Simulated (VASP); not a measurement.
Here is a VASP 6.6.1 calculation.

INCAR

```
SYSTEM = SrO
PREC     = Accurate       ! precision mode
ENCUT    = 600            ! plane-wave cutoff, eV
EDIFF    = 1E-6           ! SCF threshold, eV
ISMEAR   = 0              ! smearing method
SIGMA    = 0.02           ! smearing width, eV
LREAL    = .FALSE.        ! projectors in reciprocal space
LASPH    = .TRUE.         ! aspherical terms in the spheres
NELM     = 120            ! most SCF steps
ALGO     = Normal         ! electronic algorithm
ISIF     = 2              ! what is computed and relaxed
LWAVE    = .FALSE.        ! write WAVECAR
LCHARG   = .FALSE.        ! write CHGCAR
GGA      = PS             ! functional
NBANDS   = 15             ! bands
GGA_COMPAT= .FALSE.
```

File KPOINTS:

```
regular mesh
0
G
  8 8 8
  0 0 0
```

Contents of POSCAR:

```
SrO
1.0
    0.0000000000      2.5612125450      2.5612125450
    2.5612125450      0.0000000000      2.5612125450
    2.5612125450      2.5612125450      0.0000000000
Sr O
1 1
Direct
    0.0000000000      0.0000000000      0.0000000000
    0.5000000000      0.5000000000      0.5000000000
```

Potentials or basis: VASP PAW PBE potentials, release 64 (Sr_sv, O).

Launch:

```bash
$ cat potpaw_PBE.64/Sr_sv/POTCAR potpaw_PBE.64/O/POTCAR > POTCAR
$ mpirun -np 1 vasp_std > vasp.out
```

**Question.** Predict the band gap on the k mesh.

**Answer.** 3.15 eV, indirect (least direct gap 3.23 eV).

**Question.** What does it give for the pressure?

**Answer.** 0.6 GPa.

Caveat: the PAW data sets were made with another functional, which shifts forces and pressure a little. A k mesh can miss the band edges.
